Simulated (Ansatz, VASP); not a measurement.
One calculation of CoSi, two programs

Contents of INCAR:

```
  ALGO = Normal
  EDIFF = 1E-6
  ENCUT = 520
  GGA = PS
  ISIF = 2
  ISMEAR = 0
  LASPH = T
  LCHARG = F
  LREAL = Auto
  LWAVE = F
  NBANDS = 66
  NELM = 100
  PREC = Accurate
  SIGMA = 0.15
```

KPOINTS

```
k-points
0
Gamma
  9 9 5
```

POSCAR

```
CoSi
1.0
    0.0000000000     -4.3858255181      0.0000000000
    0.0000000000      0.0000000000     -4.3858255181
    8.7716510362      0.0000000000      0.0000000000
Co Si
8 8
Direct
    0.8543553236      0.8543553236      0.0728223382
    0.8543553236      0.8543553236      0.5728223382
    0.1456446764      0.3543553236      0.1771776618
    0.1456446764      0.3543553236      0.6771776618
    0.6456446764      0.1456446764      0.3228223382
    0.6456446764      0.1456446764      0.8228223382
    0.3543553236      0.6456446764      0.4271776618
    0.3543553236      0.6456446764      0.9271776618
    0.1566711500      0.1566711500      0.4216644250
    0.1566711500      0.1566711500      0.9216644250
    0.8433288500      0.6566711500      0.3283355750
    0.8433288500      0.6566711500      0.8283355750
    0.3433288500      0.8433288500      0.1716644250
    0.3433288500      0.8433288500      0.6716644250
    0.6566711500      0.3433288500      0.0783355750
    0.6566711500      0.3433288500      0.5783355750
```

Input for Ansatz:

```yaml
crystal:
  lattice:
    - [0.0, -4.3858255181, 0.0]
    - [0.0, 0.0, -4.3858255181]
    - [8.7716510362, 0.0, 0.0]
  atoms:
    - { symbol: Co, position: [0.8543553236, 0.8543553236, 0.0728223382] }
    - { symbol: Co, position: [0.8543553236, 0.8543553236, 0.5728223382] }
    - { symbol: Co, position: [0.1456446764, 0.3543553236, 0.1771776618] }
    - { symbol: Co, position: [0.1456446764, 0.3543553236, 0.6771776618] }
    - { symbol: Co, position: [0.6456446764, 0.1456446764, 0.3228223382] }
    - { symbol: Co, position: [0.6456446764, 0.1456446764, 0.8228223382] }
    - { symbol: Co, position: [0.3543553236, 0.6456446764, 0.4271776618] }
    - { symbol: Co, position: [0.3543553236, 0.6456446764, 0.9271776618] }
    - { symbol: Si, position: [0.15667115, 0.15667115, 0.421664425] }
    - { symbol: Si, position: [0.15667115, 0.15667115, 0.921664425] }
    - { symbol: Si, position: [0.84332885, 0.65667115, 0.328335575] }
    - { symbol: Si, position: [0.84332885, 0.65667115, 0.828335575] }
    - { symbol: Si, position: [0.34332885, 0.84332885, 0.171664425] }
    - { symbol: Si, position: [0.34332885, 0.84332885, 0.671664425] }
    - { symbol: Si, position: [0.65667115, 0.34332885, 0.078335575] }
    - { symbol: Si, position: [0.65667115, 0.34332885, 0.578335575] }
basis:
  ecutwfc: 420
kpoints:
  mp_grid: { grid: [9, 9, 5] }
hamiltonian:
  xc: pbesol
scf:
  occupations: { method: gaussian, width: 0.15 }
output:
  forces: true
  stress: true
  eigenvalues: true
  write_density: true
  write_potential: true
  elf: true
  volumetric_format: npy
```

Alike in both runs: task single point; functional PBEsol; k mesh 9 × 9 × 5; occupations gaussian, width 0.15 eV; no spin polarisation.

|  | VASP | Ansatz |
| --- | --- | --- |
| version | VASP 6.6.1 | Ansatz 0.2.0 |
| potentials or method | VASP PAW PBE potentials, release 64 (Co, Si), cutoff 520 eV | scalar-relativistic, plane waves, PAW |
| valence electrons in the cell | 104 | 168 |

|  | VASP | Ansatz | Ansatz less VASP |
| --- | --- | --- | --- |
| gap on the k mesh at the Fermi level (eV) | none | none | - |
| pressure (GPa) | 0.2 | 0.0 | -0.25 |

VASP's potentials were made for PBE, not for PBEsol. A gap of «none» marks a metal or a gap that the smearing closes. VASP's potentials hold 104 valence electrons a cell and Ansatz's 168, so a difference there can come from the potentials and not from the codes.
